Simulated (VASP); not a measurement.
## MgO: single point with PBEsol

MgO:

```
CELL_PARAMETERS angstrom
2.11620 2.11620 0.00000
-2.11620 2.11620 0.00000
0.00000 2.11620 2.11620
ATOMIC_POSITIONS crystal
Mg 0.00000 0.00000 0.00000
O 0.50000 0.50000 0.00000
```

```json
{
 "Program": "VASP 6.6.1",
 "Task": "single point",
 "Functional": "PBEsol",
 "Potentials or basis": "VASP PAW PBE potentials, release 64 (Mg, O)",
 "Cutoff": "520 eV",
 "k mesh": "10 × 10 × 10",
 "Occupations": "gaussian, width 0.01 eV",
 "Spin": "no spin polarisation",
 "Dipole correction": "no",
 "Further INCAR settings": "ALGO = Normal; EDIFF = 1e-06; NBANDS = 11"
}
```

| Quantity | Value |
| --- | --- |
| Pressure | -2.5 GPa |
| Band gap on the k mesh | 4.50 eV, direct |

Levels at points of the mesh, in eV from the valence-band top:
```
           k point  band 2  band 3  band 4  band 5  band 6  band 7
(0.00, 0.00, 0.00)    0.00    0.00    0.00    4.50   15.55   15.55
(0.50, 0.00, 0.00)   -4.62   -0.65   -0.65    7.65   12.34   16.03
(0.50, 0.50, 0.00)   -4.09   -1.35   -1.35    8.91    9.72   12.82
```

Run time: 11 s on 1 thread of Intel Xeon 8259CL, on a shared host, peak memory 0.14 GiB.

Caveat: the PAW data sets were made with another functional, which shifts forces and pressure a little. As with any semilocal functional, this PBEsol gap is likely too small.
